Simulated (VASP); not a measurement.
# CdS (I-4m2) in VASP: a series of runs

Runs on CdS. Level: r2SCAN. Tasks: single point.

All numbers are computed with VASP 6.6.1; they aren't measurements. Logs are shortened: lines on timing, memory, paths and dates and some standing lists are left out, and cuts for length are marked.

## 1. The cell of the first run

Symmetry: I-4m2, No. 119, tetragonal system. Conventional cell: a = 4.115 Å, b = 4.115 Å, c = 5.587 Å, α = 90.00°, β = 90.00°, γ = 90.00°. Cd (site symmetry -4m2) has 4 S at 2.49 Å within 3.3 Å. Within 3.3 Å of S (site symmetry -4m2) lie 4 Cd at 2.49 Å.

## 2. Single point, r2SCAN (strain +0.000 along x and y, -0.040 along z)

The input, POSCAR:

```
CdS
1.0
    0.0000000000      2.9100000000      2.7936000000
    2.9100000000      0.0000000000      2.7936000000
    2.9100000000      2.9100000000      0.0000000000
Cd S
1 1
Direct
    0.0000000000      0.0000000000      0.0000000000
    0.7500000000      0.7500000000      0.7500000000
```

The input, INCAR.step1:

```
SYSTEM = CdS
  PREC = Accurate
  ENCUT = 520
  ISMEAR = 0
  SIGMA = 0.05
  LREAL = .FALSE.
  LASPH = .TRUE.
  NELM = 60
  NBANDS = 16
  GGA = PE
  ALGO = Normal
  EDIFF = 1E-4
  LWAVE = .TRUE.
  LCHARG = .FALSE.
```

The input, INCAR.step2:

```
SYSTEM = CdS
  PREC = Accurate
  ENCUT = 520
  EDIFF = 1E-6
  ISMEAR = 0
  SIGMA = 0.05
  LREAL = .FALSE.
  LASPH = .TRUE.
  NELM = 60
  ALGO = Normal
  ISIF = 2
  LWAVE = .FALSE.
  LCHARG = .FALSE.
  METAGGA = R2SCAN
  LMIXTAU = .TRUE.
  NBANDS = 16
  ISTART = 1
```

The input, KPOINTS:

```
Automatic mesh
0
G
  8 8 8
  0 0 0
```

Potentials or basis: VASP PAW PBE potentials, release 64 (Cd, S).

Started as:

```sh
$ cat potpaw_PBE.64/Cd/POTCAR potpaw_PBE.64/S/POTCAR > POTCAR
$ cp INCAR.step1 INCAR
$ mpirun -np 1 vasp_std > vasp.out
$ cp INCAR.step2 INCAR
$ mpirun -np 1 vasp_std > vasp.out
```

OUTCAR:

```text
SYSTEM = CdS
   PREC = Accurate
   ENCUT = 520
   EDIFF = 1E-6
   ISMEAR = 0
   LREAL = .FALSE.
   LASPH = .TRUE.
   NELM = 60
   ISIF = 2
   METAGGA = R2SCAN
   ISTART = 1

 ion  position               nearest neighbor table
   1  0.000  0.000  0.000-   2 2.49   2 2.49   2 2.49   2 2.49
   2  0.750  0.750  0.750-   1 2.49   1 2.49   1 2.49   1 2.49

  LATTYP: Found a body centered tetragonal cell.
 ALAT       =     4.1153614665
 C/A-ratio  =     1.3576450199

  Lattice vectors:

 A1 = (   0.0000000000,  -2.9100000000,  -2.7936000000)
 A2 = (   0.0000000000,   2.9100000000,  -2.7936000000)
 A3 = (   2.9100000000,   0.0000000000,   2.7936000000)

Analysis of symmetry for initial positions (statically):
=====================================================================
 Subroutine PRICEL returns:
 Original cell was already a primitive cell.

 Routine SETGRP: Setting up the symmetry group for a
 body centered tetragonal supercell.

 Subroutine GETGRP returns: Found  8 space group operations
 (whereof  8 operations were pure point group operations)
 out of a pool of 16 trial point group operations.

The static configuration has the point symmetry D_2d.

Analysis of symmetry for dynamics (positions and initial velocities):
=====================================================================
 Subroutine PRICEL returns:
 Original cell was already a primitive cell.

 Routine SETGRP: Setting up the symmetry group for a
 body centered tetragonal supercell.

 Subroutine GETGRP returns: Found  8 space group operations
 (whereof  8 operations were pure point group operations)
 out of a pool of 16 trial point group operations.

The dynamic configuration has the point symmetry D_2d.

 Subroutine INISYM returns: Found  8 space group operations
 (whereof  8 operations are pure point group operations),
 and found     1 'primitive' translations

----------------------------------------------------------------------------------------

                                     Primitive cell

  volume of cell :      47.3130

  direct lattice vectors                    reciprocal lattice vectors
     0.000000000  2.910000000  2.793600000    -0.171821306  0.171821306  0.178980527
     2.910000000  0.000000000  2.793600000     0.171821306 -0.171821306  0.178980527
     2.910000000  2.910000000  0.000000000     0.171821306  0.171821306 -0.178980527

  length of vectors
     4.033894019  4.033894019  4.115361467     0.301793226  0.301793226  0.301793226

  position of ions in fractional coordinates (direct lattice)
     0.000000000  0.000000000  0.000000000
     0.750000000  0.750000000  0.750000000

  ion indices of the primitive-cell ions
   primitive index   ion index
                 1           1
                 2           2

----------------------------------------------------------------------------------------

 KPOINTS: Automatic mesh

Automatic generation of k-mesh.
 Grid dimensions read from file:
 generate k-points for:    8    8    8

 Generating k-lattice:

  Cartesian coordinates                     Fractional coordinates (reciprocal lattice)
    -0.021477663  0.021477663  0.022372566     0.125000000  0.000000000  0.000000000
     0.021477663 -0.021477663  0.022372566     0.000000000  0.125000000  0.000000000
     0.021477663  0.021477663 -0.022372566     0.000000000  0.000000000  0.125000000

  Length of vectors
     0.037724153  0.037724153  0.037724153

  Shift w.r.t. Gamma in fractional coordinates (k-lattice)
     0.000000000  0.000000000  0.000000000

 Subroutine IBZKPT returns following result:
 ===========================================

 Found     59 irreducible k-points:

 Following reciprocal coordinates:
            Coordinates               Weight
  0.000000  0.000000  0.000000      1.000000
  0.125000  0.000000  0.000000      8.000000
  0.250000  0.000000  0.000000      8.000000
  0.375000 -0.000000  0.000000      8.000000
  0.500000  0.000000  0.000000      4.000000
  0.125000  0.125000  0.000000      2.000000
[... 16 lines left out ...]
  0.250000  0.000000  0.125000     16.000000
  0.375000 -0.000000  0.125000     16.000000
 [... further k-points ...]
   k-points           NKPTS =     59   k-points in BZ     NKDIM =     59   number of bands    NBANDS=     16
   number of dos      NEDOS =    301   number of ions     NIONS =      2
   total plane-waves  NPLWV =  28800
   dimension x,y,z NGX =    30 NGY =   30 NGZ =   32
   dimension x,y,z NGXF=    60 NGYF=   60 NGZF=   64
   ions per type =               1   1
   NGX,Y,Z   is equivalent  to a cutoff of  12.36, 12.36, 12.93 a.u.
   NGXF,Y,Z  is equivalent  to a cutoff of  24.73, 24.73, 25.85 a.u.
 SYSTEM =  CdS
   PREC   = accura    normal or accurate (medium, high low for compatibility)
   ISTART =      1    job   : 0-new  1-cont  2-samecut
   ICHARG =      0    charge: 1-file 2-atom 10-const
   ISPIN  =      1    spin polarized calculation?
   LNONCOLLINEAR =      F non collinear calculations
   LSORBIT =      F    spin-orbit coupling
   LASPH  =      T    aspherical Exc in radial PAW
   ENCUT  =  520.0 eV  38.22 Ry    6.18 a.u.   7.50  7.50  7.65*2*pi/ulx,y,z
   NELM   =     60;   NELMIN=  2; NELMDL=  0     # of ELM steps
   EDIFF  = 0.1E-05   stopping-criterion for ELM
   LREAL  =      F    real-space projection
   EDIFFG = 0.1E-04   stopping-criterion for IOM
   NSW    =      0    number of steps for IOM
   IBRION =     -1    ionic relax: 0-MD 1-quasi-New 2-CG
   NFREE  =      0    steps in history (QN), initial steepest desc. (CG)
   ISIF   =      2    stress and relaxation
   ISYM   =      2    0-nonsym 1-usesym 2-fastsym
   POTIM  = 0.5000    time-step for ionic-motion
   TEBEG  =    0.0;   TEEND  =   0.0 temperature during run
   PSTRESS=    0.0 pullay stress
   NELECT =      18.0000    total number of electrons
   NUPDOWN=      -1.0000    fix difference up-down
   EMIN   =  10.00;   EMAX   =-10.00  energy-range for DOS
   EFERMI =   0.00;   METHOD = LEGACY
   ISMEAR =     0;   SIGMA  =   0.05  broadening in eV -4-tet -1-fermi 0-gaus
   EFERMI_NEDOS =   21; number of points for ismear=-14 and -15
   IALGO  =     38    algorithm
   IMIX   =      4    mixing-type and parameters
     AMIX     =   0.40;   BMIX     =  1.00
     AMIX_MAG =   1.60;   BMIX_MAG =  1.00
  volume/ion in A,a.u.               =      23.66       159.64
  Fermi-wavevector in a.u.,A,eV,Ry     =   1.186239  2.241667 19.145621  1.407163
  Thomas-Fermi vector in A             =   2.322416
   LORBIT       =      0    0 simple, 1 ext, 2 COOP (PROOUT), +10 PAW based schemes
   METAGGA = R2SCAN    functional components
   LHFCALC =     F    Hartree Fock is set to
   AEXX    =    0.0000 exact exchange contribution
   IVDW    =     0    specifies the selected vdW correction
   LEPSILON=     F    determine dielectric tensor
   LRPA    =     F    only Hartree local field effects (RPA)
 non-spin polarized calculation
 Gauss-broadening in eV      SIGMA  =   0.05
  energy-cutoff  :      520.00
  volume of cell :       47.31
 maximum number of plane-waves:      1293
   NGX = 15   NGY = 15   NGZ = 15

 number of electron      18.0000000 magnetization

 Free energy of the ion-electron system (eV)
  ---------------------------------------------------
  ext. energy  EPLUGINS =         0.00000000
  ---------------------------------------------------
  free energy    TOTEN  =       -29.62536210 eV

  energy without entropy =      -29.62536210  energy(sigma->0) =      -29.62536210

 E-fermi :   1.7742     XC(G=0):  -9.9740

 val. band max:        1.5522545761   @ k =   0.0000   0.0000   0.0000
 cond. band min:       3.1736910357   @ k =   0.0000   0.0000   0.0000
 fundamental gap:      1.6214364597
 Fermi energy:         1.7741961470

 k-point     1 :       0.0000    0.0000    0.0000
  band No.  band energies     occupation
      1     -11.7137      2.00000
      2      -6.6890      2.00000
      3      -6.6890      2.00000
      4      -6.6640      2.00000
      5      -6.1055      2.00000
      6      -6.0860      2.00000
[... 8 lines left out ...]
     15      13.6421      0.00000
     16      13.8645      0.00000

 k-point     2 :       0.1250    0.0000    0.0000
  band No.  band energies     occupation
      1     -11.6442      2.00000
      2      -6.6629      2.00000
      3      -6.6502      2.00000
      4      -6.6163      2.00000
      5      -6.1047      2.00000
      6      -6.0888      2.00000
[... 8 lines left out ...]
     15      13.0410      0.00000
     16      14.2621      0.00000

 k-point     3 :       0.2500    0.0000    0.0000
  band No.  band energies     occupation
      1     -11.4752      2.00000
      2      -6.6068      2.00000
      3      -6.5862      2.00000
      4      -6.4035      2.00000
      5      -6.0923      2.00000
      6      -6.0873      2.00000
[... 8 lines left out ...]
     15      12.6720      0.00000
     16      13.4903      0.00000

 k-point     4 :       0.3750   -0.0000    0.0000
  band No.  band energies     occupation
      1     -11.3061      2.00000
      2      -6.5645      2.00000
      3      -6.5364      2.00000
      4      -6.0802      2.00000
      5      -6.0611      2.00000
      6      -5.9807      2.00000
[... 8 lines left out ...]
     15      13.6720      0.00000
     16      13.6993      0.00000
[... 324 lines left out ...]
 k-point    22 :       0.1250    0.0000    0.1250
  band No.  band energies     occupation
      1     -11.6230      2.00000
      2      -6.6417      2.00000
      3      -6.6385      2.00000
      4      -6.6106      2.00000
      5      -6.1207      2.00000
      6      -6.0763      2.00000
[... 8 lines left out ...]
     15      13.6960      0.00000
     16      14.9893      0.00000

 k-point    23 :       0.2500    0.0000    0.1250
  band No.  band energies     occupation
      1     -11.4887      2.00000
      2      -6.5999      2.00000
      3      -6.5596      2.00000
      4      -6.4747      2.00000
      5      -6.1249      2.00000
      6      -6.0638      2.00000
[... 8 lines left out ...]
     15      13.5287      0.00000
     16      15.0090      0.00000

 k-point    24 :       0.3750   -0.0000    0.1250
  band No.  band energies     occupation
      1     -11.3201      2.00000
      2      -6.5552      2.00000
      3      -6.5031      2.00000
      4      -6.1951      2.00000
      5      -6.0617      2.00000
      6      -6.0180      2.00000
[... 8 lines left out ...]
     15      13.9968      0.00000
     16      14.4328      0.00000

 [... further k-points ...]

------------------------ aborting loop because EDIFF is reached ----------------------------------------

  FORCE on cell =-STRESS in cart. coord.  units (eV):
  Direction    XX          YY          ZZ          XY          YZ          ZX
  --------------------------------------------------------------------------------------
  -------------------------------------------------------------------------------------
  Total        1.5391455      1.5391455      1.6626767      0.0000000     -0.0000000     -0.0000000
  in kB       52.1206793     52.1206793     56.3038640      0.0000000     -0.0000000     -0.0000000
  external PRESSURE =      53.5150742 kB  Pullay stress =       0.0000000 kB

 VOLUME and BASIS-vectors are now :
 -----------------------------------------------------------------------------
  energy-cutoff  :      520.00
  volume of cell :       47.31
      direct lattice vectors                 reciprocal lattice vectors
     0.000000000  2.910000000  2.793600000    -0.171821306  0.171821306  0.178980527
     2.910000000  0.000000000  2.793600000     0.171821306 -0.171821306  0.178980527
     2.910000000  2.910000000  0.000000000     0.171821306  0.171821306 -0.178980527

 POSITION                                       TOTAL-FORCE (eV/Angst)
 -----------------------------------------------------------------------------------
      0.00000      0.00000      0.00000        -0.000000     -0.000000     -0.000000
      4.36500      4.36500      4.19040         0.000000      0.000000      0.000000
 -----------------------------------------------------------------------------------
    total drift:                                0.000049      0.000049      0.000076

  FREE ENERGIE OF THE ION-ELECTRON SYSTEM (eV)
  ---------------------------------------------------
  free  energy   TOTEN  =       -29.6253620988 eV

  energy  without entropy=      -29.6253620988  energy(sigma->0) =      -29.62536210
```

Run time: 79 s. Hardware: 1 thread of Intel Xeon 6975P-C (Granite Rapids), shared host; peak memory 0.2 GiB.

Results:

```yaml
Free_energy: -29.6254 eV
Pressure: 5.4 GPa
Band_gap_on_the_k_mesh: 1.62 eV
```

Levels at points of the mesh, in eV from the valence-band top:
```csv
k point,band 6,band 7,band 8,band 9,band 10,band 11,band 12,band 13
"(0.00, 0.00, 0.00)",-7.64,-0.12,-0.12,0.00,1.62,6.98,6.98,7.00
"(0.50, 0.00, 0.00)",-7.22,-4.85,-1.00,-0.83,3.45,7.23,7.59,7.99
"(0.50, 0.50, 0.00)",-7.08,-4.10,-2.29,-2.29,3.58,4.47,10.28,11.70
"(0.50, 0.00, 0.50)",-7.18,-4.36,-2.16,-2.07,3.75,4.85,9.80,11.52
```

Caveat: the cell differs from its parent crystal (strain +0.000 along x and y, -0.040 along z); the cell stands under pressure; the PAW data sets were made with another functional, which shifts forces and pressure a little.

## 3. Single point, r2SCAN (strain -0.040 along x and y, +0.080 along z)

The input, POSCAR:

```
CdS
1.0
    0.0000000000      2.7936000000      3.1428000000
    2.7936000000      0.0000000000      3.1428000000
    2.7936000000      2.7936000000      0.0000000000
Cd S
1 1
Direct
    0.0000000000      0.0000000000      0.0000000000
    0.7500000000      0.7500000000      0.7500000000
```

The input, INCAR.step1:

```
SYSTEM = CdS
ALGO = Normal
EDIFF = 1E-4
ENCUT = 520
GGA = PE
ISMEAR = 0
LASPH = .True.
LCHARG = .False.
LREAL = .False.
LWAVE = .True.
NBANDS = 16
NELM = 60
PREC = Accurate
SIGMA = 0.05
```

The input, INCAR.step2:

```
SYSTEM = CdS
ALGO = Normal
EDIFF = 1E-6
ENCUT = 520
ISIF = 2
ISMEAR = 0
ISTART = 1
LASPH = .True.
LCHARG = .False.
LMIXTAU = .True.
LREAL = .False.
LWAVE = .False.
METAGGA = R2SCAN
NBANDS = 16
NELM = 60
PREC = Accurate
SIGMA = 0.05
```

The input, KPOINTS:

```
k-points
0
Gamma
  8 8 8
  0 0 0
```

Potentials or basis: VASP PAW PBE potentials, release 64 (Cd, S).

Started as:

```sh
$ cat potpaw_PBE.64/Cd/POTCAR potpaw_PBE.64/S/POTCAR > POTCAR
$ cp INCAR.step1 INCAR
$ mpirun -np 1 vasp_std > vasp.out
$ cp INCAR.step2 INCAR
$ mpirun -np 1 vasp_std > vasp.out
```

Wall time 5.2 min (1 thread of Intel Xeon 8259CL, shared host); peak memory 0.2 GiB.

It converged, with:

| Quantity | Value |
| --- | --- |
| Free energy | -29.6422 eV |
| Pressure | 2.2 GPa |
| Band gap on the k mesh | 1.45 eV |

Stress tensor (GPa, compression positive):
```
3.03 0.00 0.00
0.00 3.03 0.00
0.00 0.00 0.39
```

Levels at points of the mesh, in eV from the valence-band top:
| k point | band 5 | band 6 | band 7 | band 8 | band 9 | band 10 | band 11 | band 12 | band 13 | band 14 |
| --- | --- | --- | --- | --- | --- | --- | --- | --- | --- | --- |
| (0.00, 0.00, 0.00) | -7.64 | -7.60 | -0.45 | 0.00 | 0.00 | 1.45 | 7.02 | 7.03 | 7.03 | 10.62 |
| (0.50, 0.00, 0.00) | -7.56 | -7.23 | -4.62 | -1.17 | -0.64 | 3.21 | 7.07 | 7.88 | 7.89 | 11.37 |
| (0.50, 0.50, 0.00) | -7.54 | -7.33 | -4.62 | -1.73 | -1.73 | 4.08 | 5.32 | 8.88 | 11.69 | 11.69 |
| (0.50, 0.00, 0.50) | -7.53 | -7.08 | -3.87 | -2.31 | -2.10 | 3.56 | 4.32 | 10.07 | 10.47 | 11.59 |

Caveat: the cell differs from its parent crystal (strain -0.040 along x and y, +0.080 along z); the PAW data sets were made with another functional, which shifts forces and pressure a little.

[end of part 1 of 2]
